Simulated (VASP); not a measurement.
# AlGa3Sb4 (I-42m) in VASP: single point with PBE

Aim: the single point of AlGa3Sb4 with PBE.

Everything below comes from runs of VASP 6.6.1. Logs are shortened: lines on timing, memory, paths and dates and some standing lists are left out, and cuts for length are marked.

## Step 1: The cell of the first run

The structure is tetragonal, space group I-42m (No. 121). The conventional cell has a = 6.217 Å, b = 6.217 Å, c = 12.434 Å, α = 90.00°, β = 90.00°, γ = 90.00°. Al (site symmetry -42m) has 4 Sb at 2.69 Å within 3.6 Å. Ga (site symmetry -4) has 4 Sb at 2.69 Å within 3.5 Å. Within 3.5 Å of Ga (site symmetry -42m) lie 4 Sb at 2.69 Å. Sb (site symmetry m) has 3 Ga at 2.69 Å and 1 Al at 2.69 Å within 3.5 Å.

## Step 2: Single point, PBE

Contents of INCAR:

```
ALGO = Normal ; EDIFF = 1E-6
ENCUT = 520 ; GGA = PE
ISIF = 2 ; ISMEAR = 0
LASPH = T ; LCHARG = F
LREAL = F ; LWAVE = F
NBANDS = 41 ; NELM = 60
PREC = Accurate ; SIGMA = 0.2
```

Contents of KPOINTS:

```
k-points
0
Gamma
  4 4 4
```

Contents of POSCAR:

```
AlGa3Sb4
1.0
    6.2166966000      0.0000000000      0.0000000000
    0.0000000000      6.2166966000      0.0000000000
   -3.1083483000     -3.1083483000      6.2168426000
Al Ga Sb
1 3 4
Direct
    0.0000000000      0.0000000000      0.0000000000
    0.2500000000      0.7500000000      0.5000000000
    0.5000000000      0.5000000000      0.0000000000
    0.7500000000      0.2500000000      0.5000000000
    0.3754060000      0.3754060000      0.2500600000
    0.6245940000      0.1253460000      0.7499400000
    0.8746540000      0.8746540000      0.2500600000
    0.1253460000      0.6245940000      0.7499400000
```

Potentials or basis: VASP PAW PBE potentials, release 64 (Al, Ga_d, Sb).

Command:

```console
$ cat potpaw_PBE.64/Al/POTCAR potpaw_PBE.64/Ga_d/POTCAR potpaw_PBE.64/Sb/POTCAR > POTCAR
$ mpirun -np 1 vasp_std > vasp.out
```

OUTCAR:

```text
EDIFF = 1E-6
   ENCUT = 520
   GGA = PE
   ISIF = 2
   ISMEAR = 0
   LASPH = T
   LREAL = F
   NELM = 60
   PREC = Accurate

 ion  position               nearest neighbor table
   1  0.000  0.000  0.000-   5 2.69   6 2.69   8 2.69   7 2.69
   2  0.250  0.750  0.500-   5 2.69   6 2.69   7 2.69   8 2.69
   3  0.500  0.500  0.000-   7 2.69   6 2.69   8 2.69   5 2.69
   4  0.750  0.250  0.500-   5 2.69   6 2.69   7 2.69   8 2.69
   5  0.375  0.375  0.250-   3 2.69   2 2.69   4 2.69   1 2.69
   6  0.625  0.125  0.750-   3 2.69   2 2.69   4 2.69   1 2.69
   7  0.875  0.875  0.250-   3 2.69   2 2.69   4 2.69   1 2.69
   8  0.125  0.625  0.750-   3 2.69   2 2.69   4 2.69   1 2.69

  LATTYP: Found a body centered tetragonal cell.
 ALAT       =     6.2166966000
 C/A-ratio  =     2.0000469703

  Lattice vectors:

 A1 = (   3.1083483000,  -3.1083483000,  -6.2168426000)
 A2 = (  -3.1083483000,   3.1083483000,  -6.2168426000)
 A3 = (   3.1083483000,   3.1083483000,   6.2168426000)

Analysis of symmetry for initial positions (statically):
=====================================================================
 Subroutine PRICEL returns:
 Original cell was already a primitive cell.

 Routine SETGRP: Setting up the symmetry group for a
 body centered tetragonal supercell.

 Subroutine GETGRP returns: Found  8 space group operations
 (whereof  8 operations were pure point group operations)
 out of a pool of 16 trial point group operations.

The static configuration has the point symmetry D_2d.

Analysis of symmetry for dynamics (positions and initial velocities):
=====================================================================
 Subroutine PRICEL returns:
 Original cell was already a primitive cell.

 Routine SETGRP: Setting up the symmetry group for a
 body centered tetragonal supercell.

 Subroutine GETGRP returns: Found  8 space group operations
 (whereof  8 operations were pure point group operations)
 out of a pool of 16 trial point group operations.

The dynamic configuration has the point symmetry D_2d.

 Subroutine INISYM returns: Found  8 space group operations
 (whereof  8 operations are pure point group operations),
 and found     1 'primitive' translations

----------------------------------------------------------------------------------------

                                     Primitive cell

  volume of cell :     240.2643

  direct lattice vectors                    reciprocal lattice vectors
     6.216696600  0.000000000  0.000000000     0.160857134  0.000000000  0.080426678
     0.000000000  6.216696600  0.000000000     0.000000000  0.160857134  0.080426678
    -3.108348300 -3.108348300  6.216842600     0.000000000  0.000000000  0.160853357

  length of vectors
     6.216696600  6.216696600  7.613986487     0.179842899  0.179842899  0.160853357

  position of ions in fractional coordinates (direct lattice)
     0.000000000  0.000000000  0.000000000
     0.250000000  0.750000000  0.500000000
     0.500000000  0.500000000  0.000000000
     0.750000000  0.250000000  0.500000000
     0.375406000  0.375406000  0.250060000
     0.624594000  0.125346000  0.749940000
     0.874654000  0.874654000  0.250060000
     0.125346000  0.624594000  0.749940000

  ion indices of the primitive-cell ions
   primitive index   ion index
                 1           1
                 2           2
                 3           3
                 4           4
                 5           5
                 6           6
                 7           7
                 8           8

----------------------------------------------------------------------------------------

 KPOINTS: k-points

Automatic generation of k-mesh.
 Grid dimensions read from file:
 generate k-points for:    4    4    4

 Generating k-lattice:

  Cartesian coordinates                     Fractional coordinates (reciprocal lattice)
     0.040214284  0.000000000  0.020106670     0.250000000  0.000000000  0.000000000
     0.000000000  0.040214284  0.020106670     0.000000000  0.250000000  0.000000000
     0.000000000  0.000000000  0.040213339     0.000000000  0.000000000  0.250000000

  Length of vectors
     0.044960725  0.044960725  0.040213339

  Shift w.r.t. Gamma in fractional coordinates (k-lattice)
     0.000000000  0.000000000  0.000000000

 Subroutine IBZKPT returns following result:
 ===========================================

 Found     13 irreducible k-points:

 Following reciprocal coordinates:
            Coordinates               Weight
  0.000000  0.000000  0.000000      1.000000
  0.250000  0.000000  0.000000      8.000000
  0.500000  0.000000  0.000000      4.000000
  0.250000  0.250000  0.000000      8.000000
  0.500000  0.250000  0.000000     16.000000
 -0.250000  0.250000  0.000000      4.000000
  0.500000  0.500000  0.000000      2.000000
  0.000000  0.000000  0.250000      2.000000
  0.250000  0.000000  0.250000      8.000000
  0.500000  0.000000  0.250000      4.000000
  0.250000  0.250000  0.250000      4.000000
  0.500000  0.500000  0.250000      2.000000
  0.000000  0.000000  0.500000      1.000000
   k-points           NKPTS =     13   k-points in BZ     NKDIM =     13   number of bands    NBANDS=     41
   number of dos      NEDOS =    301   number of ions     NIONS =      8
   total plane-waves  NPLWV = 138240
   dimension x,y,z NGX =    48 NGY =   48 NGZ =   60
   dimension x,y,z NGXF=    96 NGYF=   96 NGZF=  120
   ions per type =               1   3   4
   NGX,Y,Z   is equivalent  to a cutoff of  12.84, 12.84, 13.10 a.u.
   NGXF,Y,Z  is equivalent  to a cutoff of  25.67, 25.67, 26.20 a.u.
 SYSTEM =  unknown system
   PREC   = accura    normal or accurate (medium, high low for compatibility)
   ISTART =      0    job   : 0-new  1-cont  2-samecut
   ICHARG =      2    charge: 1-file 2-atom 10-const
   ISPIN  =      1    spin polarized calculation?
   LNONCOLLINEAR =      F non collinear calculations
   LSORBIT =      F    spin-orbit coupling
   LASPH  =      T    aspherical Exc in radial PAW
   ENCUT  =  520.0 eV  38.22 Ry    6.18 a.u.  11.56 11.56 14.16*2*pi/ulx,y,z
   NELM   =     60;   NELMIN=  2; NELMDL= -5     # of ELM steps
   EDIFF  = 0.1E-05   stopping-criterion for ELM
   LREAL  =      F    real-space projection
   EDIFFG = 0.1E-04   stopping-criterion for IOM
   NSW    =      0    number of steps for IOM
   IBRION =     -1    ionic relax: 0-MD 1-quasi-New 2-CG
   NFREE  =      0    steps in history (QN), initial steepest desc. (CG)
   ISIF   =      2    stress and relaxation
   ISYM   =      2    0-nonsym 1-usesym 2-fastsym
   POTIM  = 0.5000    time-step for ionic-motion
   TEBEG  =    0.0;   TEEND  =   0.0 temperature during run
   PSTRESS=    0.0 pullay stress
   NELECT =      62.0000    total number of electrons
   NUPDOWN=      -1.0000    fix difference up-down
   EMIN   =  10.00;   EMAX   =-10.00  energy-range for DOS
   EFERMI =   0.00;   METHOD = LEGACY
   ISMEAR =     0;   SIGMA  =   0.20  broadening in eV -4-tet -1-fermi 0-gaus
   EFERMI_NEDOS =   21; number of points for ismear=-14 and -15
   IALGO  =     38    algorithm
   IMIX   =      4    mixing-type and parameters
     AMIX     =   0.40;   BMIX     =  1.00
     AMIX_MAG =   1.60;   BMIX_MAG =  1.00
  volume/ion in A,a.u.               =      30.03       202.67
  Fermi-wavevector in a.u.,A,eV,Ry     =   1.042259  1.969584 14.780061  1.086304
  Thomas-Fermi vector in A             =   2.176916
   LORBIT       =      0    0 simple, 1 ext, 2 COOP (PROOUT), +10 PAW based schemes
   GGA     = PE    functional components
   LHFCALC =     F    Hartree Fock is set to
   AEXX    =    0.0000 exact exchange contribution
   IVDW    =     0    specifies the selected vdW correction
   LEPSILON=     F    determine dielectric tensor
   LRPA    =     F    only Hartree local field effects (RPA)
 non-spin polarized calculation
 Gauss-broadening in eV      SIGMA  =   0.20
  energy-cutoff  :      520.00
  volume of cell :      240.26
 maximum number of plane-waves:      6499
 NGX is ok and might be reduce to    48
   NGX = 23   NGY = 23   NGZ = 29

 number of electron      61.9999964 magnetization

 Free energy of the ion-electron system (eV)
  ---------------------------------------------------
  ext. energy  EPLUGINS =         0.00000000
  ---------------------------------------------------
  free energy    TOTEN  =       -30.29218002 eV

  energy without entropy =      -30.28539262  energy(sigma->0) =      -30.28878632

 E-fermi :   4.5125     XC(G=0):  -8.7850

 val. band max:        4.4891921846   @ k =   0.0000   0.0000   0.0000
 cond. band min:       4.7457475003   @ k =   0.5000   0.5000   0.0000
 fundamental gap:      0.2565553157
 Fermi energy:         4.5124501577

 k-point     1 :       0.0000    0.0000    0.0000
  band No.  band energies     occupation
      1     -10.4998      2.00000
      2     -10.4960      2.00000
      3     -10.4960      2.00000
      4     -10.4688      2.00000
      5     -10.4688      2.00000
      6     -10.4672      2.00000
[... 33 lines left out ...]
     40       8.5737      0.00000
     41       8.5784      0.00000

 k-point     2 :       0.2500    0.0000    0.0000
  band No.  band energies     occupation
      1     -10.4976      2.00000
      2     -10.4954      2.00000
      3     -10.4936      2.00000
      4     -10.4726      2.00000
      5     -10.4671      2.00000
      6     -10.4668      2.00000
[... 33 lines left out ...]
     40       8.3766      0.00000
     41       8.6137      0.00000

 k-point     3 :       0.5000    0.0000    0.0000
  band No.  band energies     occupation
      1     -10.4969      2.00000
      2     -10.4930      2.00000
      3     -10.4891      2.00000
      4     -10.4786      2.00000
      5     -10.4650      2.00000
      6     -10.4642      2.00000
[... 391 lines left out ...]
      2     -10.4862      2.00000
      3     -10.4862      2.00000
      4     -10.4858      2.00000
      5     -10.4650      2.00000
      6     -10.4646      2.00000
[... 33 lines left out ...]
     40       8.3592      0.00000
     41       8.4970      0.00000

 k-point    13 :       0.0000    0.0000    0.5000
  band No.  band energies     occupation
      1     -10.4994      2.00000
      2     -10.4994      2.00000
      3     -10.4940      2.00000
      4     -10.4741      2.00000
      5     -10.4647      2.00000
      6     -10.4647      2.00000
[... 33 lines left out ...]
     40       9.6822      0.00000
     41       9.8263      0.00000

------------------------ aborting loop because EDIFF is reached ----------------------------------------

  FORCE on cell =-STRESS in cart. coord.  units (eV):
  Direction    XX          YY          ZZ          XY          YZ          ZX
  --------------------------------------------------------------------------------------
  -------------------------------------------------------------------------------------
  Total        0.1945912      0.1945912      0.1737102      0.0000000      0.0000000     -0.0000000
  in kB        1.2976108      1.2976108      1.1583685      0.0000000      0.0000000     -0.0000000
  external PRESSURE =       1.2511967 kB  Pullay stress =       0.0000000 kB

 VOLUME and BASIS-vectors are now :
 -----------------------------------------------------------------------------
  energy-cutoff  :      520.00
  volume of cell :      240.26
      direct lattice vectors                 reciprocal lattice vectors
     6.216696600  0.000000000  0.000000000     0.160857134  0.000000000  0.080426678
     0.000000000  6.216696600  0.000000000     0.000000000  0.160857134  0.080426678
    -3.108348300 -3.108348300  6.216842600     0.000000000  0.000000000  0.160853357

 POSITION                                       TOTAL-FORCE (eV/Angst)
 -----------------------------------------------------------------------------------
      0.00000      0.00000      0.00000         0.000000     -0.000000      0.000000
      0.00000      3.10835      3.10842         0.000000     -0.000000      0.000000
      3.10835      3.10835      0.00000         0.000000     -0.000000      0.000000
      3.10835      0.00000      3.10842         0.000000     -0.000000      0.000000
      1.55651      1.55651      1.55458         0.006256      0.006256      0.006800
      1.55184     -1.55184      4.66226        -0.006256      0.006256     -0.006800
      4.66018      4.66018      1.55458        -0.006256     -0.006256      0.006800
     -1.55184      1.55184      4.66226         0.006256     -0.006256     -0.006800
 -----------------------------------------------------------------------------------
    total drift:                                0.000000      0.000000      0.000004

  FREE ENERGIE OF THE ION-ELECTRON SYSTEM (eV)
  ---------------------------------------------------
  free  energy   TOTEN  =       -30.2921800209 eV

  energy  without entropy=      -30.2853926249  energy(sigma->0) =      -30.28878632
```

Wall time 2.4 min (1 thread of Intel Xeon Platinum 8175M at 2.50GHz (Skylake/Cascade Lake), shared host); peak memory 0.44 GiB.

Results:

```
Free energy   : -30.2922 eV
Pressure      : 0.1 GPa
Largest force : 0.011 eV/Å
```

Forces in eV/Å, atoms in the order of the input:
```
Al   0.000  0.000  0.000
Ga   0.000  0.000  0.000
Ga   0.000  0.000  0.000
Ga   0.000  0.000  0.000
Sb   0.006  0.006  0.007
Sb  -0.006  0.006 -0.007
Sb  -0.006 -0.006  0.007
Sb   0.006 -0.006 -0.007
```

Levels at points of the mesh, in eV from the Fermi level:
```csv
k point,band 28,band 29,band 30,band 31,band 32,band 33,band 34,band 35
"(0.00, 0.00, 0.00)",-2.44,-0.11,-0.11,-0.11,-0.02,0.97,1.22,2.74
"(0.50, 0.00, 0.00)",-2.13,-2.12,-1.31,-1.25,2.04,2.09,2.50,2.71
"(0.50, 0.50, 0.00)",-1.16,-1.15,-1.11,-1.11,0.23,0.57,1.89,2.10
"(0.00, 0.00, 0.50)",-1.64,-1.64,-1.57,-1.57,0.79,0.97,1.18,1.21
```

Caveat: spin-orbit coupling is left out, which moves the levels of the heavy elements.
